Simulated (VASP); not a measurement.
# Sc3Al (Pm-3m) in VASP: a series of runs

Aim: see how the results for Sc3Al move with the level of theory and the settings. Levels: PBEsol, BLYP, LDA. Tasks: single point.

All numbers are computed with VASP 6.6.1; they aren't measurements. Logs are shortened: lines on timing, memory, paths and dates and some standing lists are left out, and cuts for length are marked.

## (1) The cell of the first run

It takes space group Pm-3m (No. 221, cubic). The conventional cell has a = 4.432 Å, b = 4.432 Å, c = 4.432 Å, α = 90.00°, β = 90.00°, γ = 90.00°. Within 4.1 Å of Sc (site symmetry 4/mmm) lie 8 Sc at 3.13 Å and 4 Al at 3.13 Å. Within 4.1 Å of Al (site symmetry m-3m) lie 12 Sc at 3.13 Å.

## (2) Single point, PBEsol

Contents of INCAR:

```
SYSTEM = Sc3Al
PREC = Accurate ; ENCUT = 520
EDIFF = 1E-7 ; ISMEAR = -1
SIGMA = 0.1 ; LREAL = .FALSE.
LASPH = .TRUE. ; NELM = 100
ALGO = Normal ; ISIF = 2
LWAVE = .FALSE. ; LCHARG = .FALSE.
GGA = PS ; NBANDS = 26
```

Contents of KPOINTS:

```
Automatic mesh
0
G
  5 5 5
  0 0 0
```

Contents of POSCAR:

```
Sc3Al
1.0
    4.4319878200      0.0000000000      0.0000000000
    0.0000000000      4.4319878200      0.0000000000
    0.0000000000      0.0000000000      4.4319878200
Sc Al
3 1
Direct
    0.5000000000      0.0000000000      0.5000000000
    0.0000000000      0.5000000000      0.5000000000
    0.5000000000      0.5000000000      0.0000000000
    0.0000000000      0.0000000000      0.0000000000
```

Potentials or basis: VASP PAW PBE potentials, release 64 (Sc_sv, Al).

On the command line:

```bash
$ cat potpaw_PBE.64/Sc_sv/POTCAR potpaw_PBE.64/Al/POTCAR > POTCAR
$ mpirun -np 1 vasp_std > vasp.out
```

OUTCAR:

```text
SYSTEM = Sc3Al
   PREC = Accurate
   ENCUT = 520
   EDIFF = 1E-7
   ISMEAR = -1
   LREAL = .FALSE.
   LASPH = .TRUE.
   NELM = 100
   ISIF = 2
   GGA = PS

 ion  position               nearest neighbor table
   1  0.500  0.000  0.500-   2 3.13   3 3.13   4 3.13   3 3.13   4 3.13   2 3.13   3 3.13   3 3.13
                             2 3.13   4 3.13   4 3.13   2 3.13
   2  0.000  0.500  0.500-   1 3.13   3 3.13   4 3.13   3 3.13   4 3.13   1 3.13   4 3.13   4 3.13
                             1 3.13   3 3.13   3 3.13   1 3.13
   3  0.500  0.500  0.000-   1 3.13   2 3.13   4 3.13   1 3.13   2 3.13   1 3.13   4 3.13   1 3.13
                             2 3.13   4 3.13   2 3.13   4 3.13
   4  0.000  0.000  0.000-   1 3.13   2 3.13   3 3.13   1 3.13   2 3.13   2 3.13   3 3.13   2 3.13
                             1 3.13   3 3.13   1 3.13   3 3.13

  LATTYP: Found a simple cubic cell.
 ALAT       =     4.4319878200

  Lattice vectors:

 A1 = (   4.4319878200,   0.0000000000,   0.0000000000)
 A2 = (   0.0000000000,   4.4319878200,   0.0000000000)
 A3 = (   0.0000000000,   0.0000000000,   4.4319878200)

Analysis of symmetry for initial positions (statically):
=====================================================================
 Subroutine PRICEL returns:
 Original cell was already a primitive cell.

 Routine SETGRP: Setting up the symmetry group for a
 simple cubic supercell.

 Subroutine GETGRP returns: Found 48 space group operations
 (whereof 48 operations were pure point group operations)
 out of a pool of 48 trial point group operations.

The static configuration has the point symmetry O_h .

Analysis of symmetry for dynamics (positions and initial velocities):
=====================================================================
 Subroutine PRICEL returns:
 Original cell was already a primitive cell.

 Routine SETGRP: Setting up the symmetry group for a
 simple cubic supercell.

 Subroutine GETGRP returns: Found 48 space group operations
 (whereof 48 operations were pure point group operations)
 out of a pool of 48 trial point group operations.

The dynamic configuration has the point symmetry O_h .

 Subroutine INISYM returns: Found 48 space group operations
 (whereof 48 operations are pure point group operations),
 and found     1 'primitive' translations

----------------------------------------------------------------------------------------
[... 80 lines left out ...]
   ENCUT  =  520.0 eV  38.22 Ry    6.18 a.u.   8.24  8.24  8.24*2*pi/ulx,y,z
   NELM   =    100;   NELMIN=  2; NELMDL= -5     # of ELM steps
   EDIFF  = 0.1E-06   stopping-criterion for ELM
   LREAL  =      F    real-space projection
   EDIFFG = 0.1E-05   stopping-criterion for IOM
   NSW    =      0    number of steps for IOM
   IBRION =     -1    ionic relax: 0-MD 1-quasi-New 2-CG
   NFREE  =      0    steps in history (QN), initial steepest desc. (CG)
   ISIF   =      2    stress and relaxation
   ISYM   =      2    0-nonsym 1-usesym 2-fastsym
   POTIM  = 0.5000    time-step for ionic-motion
   TEBEG  =    0.0;   TEEND  =   0.0 temperature during run
   PSTRESS=    0.0 pullay stress
   NELECT =      36.0000    total number of electrons
   NUPDOWN=      -1.0000    fix difference up-down
   EMIN   =  10.00;   EMAX   =-10.00  energy-range for DOS
   EFERMI =   0.00;   METHOD = LEGACY
   ISMEAR =    -1;   SIGMA  =   0.10  broadening in eV -4-tet -1-fermi 0-gaus
   EFERMI_NEDOS =   21; number of points for ismear=-14 and -15
   IALGO  =     38    algorithm
   IMIX   =      4    mixing-type and parameters
     AMIX     =   0.40;   BMIX     =  1.00
     AMIX_MAG =   1.60;   BMIX_MAG =  1.00
  volume/ion in A,a.u.               =      21.76       146.87
  Fermi-wavevector in a.u.,A,eV,Ry     =   1.219674  2.304850 20.240091  1.487605
  Thomas-Fermi vector in A             =   2.354918
   LORBIT       =      0    0 simple, 1 ext, 2 COOP (PROOUT), +10 PAW based schemes
   GGA     = PS    functional components
   LHFCALC =     F    Hartree Fock is set to
   AEXX    =    0.0000 exact exchange contribution
   IVDW    =     0    specifies the selected vdW correction
   LEPSILON=     F    determine dielectric tensor
   LRPA    =     F    only Hartree local field effects (RPA)
 non-spin polarized calculation
  energy-cutoff  :      520.00
  volume of cell :       87.06
 maximum number of plane-waves:      2356
 NGX is ok and might be reduce to    36
   NGX = 17   NGY = 17   NGZ = 17

 number of electron      35.9999990 magnetization

 Free energy of the ion-electron system (eV)
  ---------------------------------------------------
  ext. energy  EPLUGINS =         0.00000000
  ---------------------------------------------------
  free energy    TOTEN  =       -24.99168848 eV

  energy without entropy =      -24.79279888  energy(sigma->0) =      -24.89224368

 E-fermi :   4.5880     XC(G=0): -10.1993

 val. band max:        4.5427427213   @ k =   0.2000   0.2000   0.2000
 cond. band min:       4.5960975672   @ k =   0.2000   0.2000   0.0000
 fundamental gap:      0.0533548459
 Fermi energy:         4.5879644570

 k-point     1 :       0.0000    0.0000    0.0000
  band No.  band energies     occupation
      1     -44.6149      2.00000
      2     -44.5144      2.00000
      3     -44.5144      2.00000
      4     -23.5079      2.00000
      5     -23.5079      2.00000
      6     -23.5079      2.00000
[... 279 lines left out ...]
     25       6.9026      0.00000
     26       6.9027      0.00000

------------------------ aborting loop because EDIFF is reached ----------------------------------------

  FORCE on cell =-STRESS in cart. coord.  units (eV):
  Direction    XX          YY          ZZ          XY          YZ          ZX
  --------------------------------------------------------------------------------------
  -------------------------------------------------------------------------------------
  Total       -1.1844000     -1.1844000     -1.1844000      0.0000000      0.0000000      0.0000000
  in kB      -21.7978323    -21.7978323    -21.7978323      0.0000000      0.0000000      0.0000000
  external PRESSURE =     -21.7978323 kB  Pullay stress =       0.0000000 kB

 VOLUME and BASIS-vectors are now :
 -----------------------------------------------------------------------------
  energy-cutoff  :      520.00
  volume of cell :       87.06
      direct lattice vectors                 reciprocal lattice vectors
     4.431987820  0.000000000  0.000000000     0.225632389  0.000000000  0.000000000
     0.000000000  4.431987820  0.000000000     0.000000000  0.225632389  0.000000000
     0.000000000  0.000000000  4.431987820     0.000000000  0.000000000  0.225632389

 POSITION                                       TOTAL-FORCE (eV/Angst)
 -----------------------------------------------------------------------------------
      2.21599      0.00000      2.21599         0.000000      0.000000      0.000000
      0.00000      2.21599      2.21599         0.000000      0.000000      0.000000
      2.21599      2.21599      0.00000         0.000000      0.000000      0.000000
      0.00000      0.00000      0.00000         0.000000      0.000000      0.000000
 -----------------------------------------------------------------------------------
    total drift:                                0.000000      0.000000      0.000000

  FREE ENERGIE OF THE ION-ELECTRON SYSTEM (eV)
  ---------------------------------------------------
  free  energy   TOTEN  =       -24.9916884816 eV

  energy  without entropy=      -24.7927988792  energy(sigma->0) =      -24.89224368
```

Wall time 46 s (1 thread of Intel Xeon 8259CL, shared host); peak memory 0.2 GiB.

What came out:

```yaml
Free_energy: -24.9917 eV
Pressure: -2.2 GPa
Band_gap_on_the_k_mesh: zero (bands 18 and 19 overlap by 0.80 eV)
```

Caveat: the PAW data sets were made with another functional, which shifts forces and pressure a little.

## (3) Single point, BLYP

Contents of INCAR:

```
SYSTEM = Sc3Al
PREC = Accurate
ENCUT = 520
EDIFF = 1E-6
ISMEAR = -1
SIGMA = 0.1
LREAL = .FALSE.
LASPH = .TRUE.
NELM = 60
ALGO = Normal
ISIF = 2
LWAVE = .FALSE.
LCHARG = .FALSE.
GGA = B5
ALDAX = 1.0
AGGAX = 1.0
AGGAC = 1.0
ALDAC = 0.0
NBANDS = 26
```

Contents of KPOINTS:

```
regular mesh
0
G
  5 5 5
  0 0 0
```

POSCAR is that of step 2.

Potentials or basis: VASP PAW PBE potentials, release 64 (Sc_sv, Al).

On the command line:

```bash
$ cat potpaw_PBE.64/Sc_sv/POTCAR potpaw_PBE.64/Al/POTCAR > POTCAR
$ mpirun -np 1 vasp_std > vasp.out
```

OUTCAR:

```text
SYSTEM = Sc3Al
   PREC = Accurate
   ENCUT = 520
   EDIFF = 1E-6
   ISMEAR = -1
   LREAL = .FALSE.
   LASPH = .TRUE.
   NELM = 60
   ISIF = 2
   GGA = B5

 ion  position               nearest neighbor table
   1  0.500  0.000  0.500-   2 3.13   3 3.13   4 3.13   3 3.13   4 3.13   2 3.13   3 3.13   3 3.13
                             2 3.13   4 3.13   4 3.13   2 3.13
   2  0.000  0.500  0.500-   1 3.13   3 3.13   4 3.13   3 3.13   4 3.13   1 3.13   4 3.13   4 3.13
                             1 3.13   3 3.13   3 3.13   1 3.13
[... 477 lines left out ...]
  Direction    XX          YY          ZZ          XY          YZ          ZX
  --------------------------------------------------------------------------------------
  -------------------------------------------------------------------------------------
  Total        0.7972531      0.7972531      0.7972531      0.0000000     -0.0000000      0.0000000
  in kB       14.6727363     14.6727363     14.6727363      0.0000000     -0.0000000      0.0000000
  external PRESSURE =      14.6727363 kB  Pullay stress =       0.0000000 kB

 VOLUME and BASIS-vectors are now :
 -----------------------------------------------------------------------------
  energy-cutoff  :      520.00
  volume of cell :       87.06
      direct lattice vectors                 reciprocal lattice vectors
     4.431987820  0.000000000  0.000000000     0.225632389  0.000000000  0.000000000
     0.000000000  4.431987820  0.000000000     0.000000000  0.225632389  0.000000000
     0.000000000  0.000000000  4.431987820     0.000000000  0.000000000  0.225632389

 POSITION                                       TOTAL-FORCE (eV/Angst)
 -----------------------------------------------------------------------------------
      2.21599      0.00000      2.21599         0.000000      0.000000      0.000000
      0.00000      2.21599      2.21599         0.000000      0.000000      0.000000
      2.21599      2.21599      0.00000         0.000000      0.000000      0.000000
      0.00000      0.00000      0.00000         0.000000      0.000000      0.000000
 -----------------------------------------------------------------------------------
    total drift:                                0.000000      0.000000      0.000000

  FREE ENERGIE OF THE ION-ELECTRON SYSTEM (eV)
  ---------------------------------------------------
  free  energy   TOTEN  =       -19.8601517444 eV

  energy  without entropy=      -19.6605537985  energy(sigma->0) =      -19.76035277
```

OSZICAR:

```text
N       E                     dE             d eps       ncg     rms          rms(c)
DAV:   1     0.650857728690E+03    0.65086E+03   -0.15924E+04   536   0.140E+03
DAV:   2     0.141188670244E+02   -0.63674E+03   -0.62736E+03   632   0.640E+02
DAV:   3    -0.212928834641E+02   -0.35412E+02   -0.34799E+02   868   0.199E+02
DAV:   4    -0.223339598832E+02   -0.10411E+01   -0.10191E+01   872   0.326E+01
DAV:   5    -0.223598159047E+02   -0.25856E-01   -0.25814E-01   880   0.642E+00    0.102E+01
DAV:   6    -0.199495514790E+02    0.24103E+01   -0.10381E+01   776   0.243E+01    0.255E+00
DAV:   7    -0.198793260188E+02    0.70225E-01   -0.38126E-01   864   0.490E+00    0.119E+00
DAV:   8    -0.198593213937E+02    0.20005E-01   -0.51091E-02   784   0.145E+00    0.299E-01
DAV:   9    -0.198600755494E+02   -0.75416E-03   -0.11026E-02   896   0.731E-01    0.139E-01
DAV:  10    -0.198601046782E+02   -0.29129E-04   -0.12883E-03   870   0.357E-01    0.386E-02
DAV:  11    -0.198601468116E+02   -0.42133E-04   -0.60069E-05   824   0.725E-02    0.221E-02
DAV:  12    -0.198601516890E+02   -0.48773E-05   -0.24366E-05   694   0.294E-02    0.483E-03
DAV:  13    -0.198601517444E+02   -0.55492E-07   -0.34885E-06   704   0.148E-02
   1 F= -.19860152E+02 E0= -.19760353E+02  d E =-.199598E+00
```

Wall time 81 s (1 thread of Intel Xeon 8259CL, shared host); peak memory 0.2 GiB.

Results:

* Free energy: -19.8602 eV
* Pressure: 1.5 GPa
* Band gap on the k mesh: zero (bands 18 and 19 overlap by 0.74 eV)

Caveat: the PAW data sets were made with another functional, which shifts forces and pressure a little.

## (4) Single point, LDA

Contents of INCAR:

```
SYSTEM = Sc3Al
ALGO = Normal
EDIFF = 1E-7
ENCUT = 520
ISIF = 2
ISMEAR = -1
LASPH = .True.
LCHARG = .False.
LREAL = .False.
LWAVE = .False.
NBANDS = 26
NELM = 80
PREC = Accurate
SIGMA = 0.1
```

Contents of KPOINTS:

```
k-points
0
Gamma
  5 5 5
  0 0 0
```

POSCAR is that of step 3.

Potentials or basis: VASP PAW LDA potentials, release 64 (Sc_sv, Al).

On the command line:

```bash
$ cat potpaw_LDA.64/Sc_sv/POTCAR potpaw_LDA.64/Al/POTCAR > POTCAR
$ mpirun -np 1 vasp_std > vasp.out
```

It took 43 s on 1 thread of Intel Xeon 8259CL, shared host; peak memory 0.18 GiB.

Results (log left out):

- Free energy: -25.4409 eV
- Pressure: -4.8 GPa
- Band gap on the k mesh: zero (bands 18 and 19 overlap by 0.75 eV)

Levels at points of the mesh, in eV from the Fermi level:
```
           k point  band 16  band 17  band 18  band 19  band 20  band 21
(0.00, 0.00, 0.00)    -0.99    -0.40    -0.40    -0.40     0.70     0.70
```

Caveat: the cell stands under tension.

## (5) Overview

```tsv
level	potentials or basis	gap on the mesh (eV)	pressure (GPa)
PBEsol	VASP PAW PBE potentials, release 64 (Sc_sv, Al)	none	-2.2
BLYP	VASP PAW PBE potentials, release 64 (Sc_sv, Al)	none	1.5
LDA	VASP PAW LDA potentials, release 64 (Sc_sv, Al)	none	-4.8
```

Alike in all rows: task single point; no spin polarisation; cell as given; k mesh 5 × 5 × 5; cutoff (eV) 520; smearing fermi-dirac 0.1 eV.

Caveats: the PAW data sets were made with another functional, which shifts forces and pressure a little (at least some runs); the cell stands under tension (at least some runs).

Total energies depend on the potentials used, so only differences within one code and one set of settings carry meaning.

The gap in the log of VASP goes by the Fermi energy; the results here count the filled bands.